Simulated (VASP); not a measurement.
A run of VASP 6.6.1 is set up as follows.

File INCAR:

```
SYSTEM = CuF3
PREC = Accurate
ENCUT = 600
EDIFF = 1E-6
ISMEAR = 0
SIGMA = 0.05
LREAL = .FALSE.
LASPH = .TRUE.
NELM = 200
ALGO = Normal
ISIF = 2
LWAVE = .FALSE.
LCHARG = .TRUE.
ISPIN = 2
MAGMOM = 1.04 0.1 0.13 0.1
LORBIT = 11
LMAXMIX = 4
LDAU = .TRUE.
LDAUTYPE = 1
LDAUL = 2 -1
LDAUU = 8 0
LDAUJ = 0.5 0
LDAUPRINT = 1
GGA = PE
LELF = .TRUE.
LVHAR = .TRUE.
NBANDS = 28
GGA_COMPAT = .FALSE.
```

File KPOINTS:

```
Automatic mesh
0
G
  5 5 5
  0 0 0
```

The input POSCAR:

```
CuF3
1.0
    3.7647689300      0.0000000000      0.0000000000
    0.0000000000      3.7647689300      0.0000000000
    0.0000000000      0.0000000000      3.7647689300
Cu F
1 3
Direct
    0.0000000000      0.0000000000      0.0000000000
    0.5000000000      0.0000000000      0.0000000000
    0.0000000000      0.0000000000      0.5000000000
    0.0000000000      0.5000000000      0.0000000000
```

Potentials or basis: VASP PAW PBE potentials, release 64 (Cu, F).

Run with:

```console
$ cat potpaw_PBE.64/Cu/POTCAR potpaw_PBE.64/F/POTCAR > POTCAR
$ mpirun -np 1 vasp_std > vasp.out
```

What does it give for the pressure?

0.8 GPa.

Estimate the site moments.

Cu +1.32; F +0.22 μB.

Estimate the net moment.

2.00 μB per cell.

Estimate the band gap on the k mesh.

zero (filled and empty bands overlap).

Eigenvalues of the final occupation matrices:
```
    site  spin  trace               eigenvalues
site 1 d     1   5.07  0.99 0.99 0.99 1.05 1.05
site 1 d     2   3.78  0.40 0.40 0.99 0.99 0.99
```

Caveat: a cell with one magnetic atom can't hold antiferromagnetic order, which such compounds often take. The state reached can hang on the start; a lower one may exist.
